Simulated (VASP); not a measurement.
Write the native input for VASP 6.6.1 that does the following.

| Property | Result |
| --- | --- |
| Task | single point |
| Functional | PBE |
| Potentials or basis | VASP PAW PBE potentials, release 64 (Hf_pv, H) |
| Cutoff | 520 eV |
| k mesh | 7 × 7 × 7 |
| Occupations | gaussian, width 0.2 eV |
| Spin | no spin polarisation |
| Dipole correction | no |
| Further INCAR settings | ALGO = Normal; EDIFF = 1e-06; NBANDS = 35 |

The structure of Hf5H2 lies in POSCAR:

```
Hf5H2
1.0
   -1.5916479993      1.5916479993     11.6439177766
    1.5916479993     -1.5916479993     11.6439177766
    1.5916479993      1.5916479993    -11.6439177766
Hf H
5 2
Direct
    0.1910953575      0.1910953575      0.0000000000
    0.8089046425      0.8089046425      0.0000000000
    0.0000000000      0.0000000000      0.0000000000
    0.4035643279      0.4035643279      0.0000000000
    0.5964356721      0.5964356721      0.0000000000
    0.7500000000      0.2500000000      0.5000000000
    0.2500000000      0.7500000000      0.5000000000
```

One way to write it, as run:

INCAR

```
PREC = Accurate
ENCUT = 520
EDIFF = 1E-6
ISMEAR = 0
SIGMA = 0.2
LREAL = False
LASPH = True
NELM = 60
ALGO = Normal
ISIF = 2
LWAVE = False
LCHARG = False
GGA = PE
NBANDS = 35
```

KPOINTS

```
regular mesh
0
Gamma
  7 7 7
```

Potentials or basis: VASP PAW PBE potentials, release 64 (Hf_pv, H).

The run is started by

```console
$ cat potpaw_PBE.64/Hf_pv/POTCAR potpaw_PBE.64/H/POTCAR > POTCAR
$ mpirun -np 1 vasp_std > vasp.out
```

Results of the run:

The pressure is -0.4 GPa. The largest force is 0.068 eV/Å and the band gap on the k mesh is zero (bands 26 and 27 overlap by 1.53 eV).

Caveat: spin-orbit coupling is left out, which moves the levels of the heavy elements.

It took 43 min on 1 thread of Intel(R) Xeon(R) Platinum 8124M CPU @ 3.00GHz (Skylake/Cascade Lake), on a shared host, peak memory 1.3 GiB.
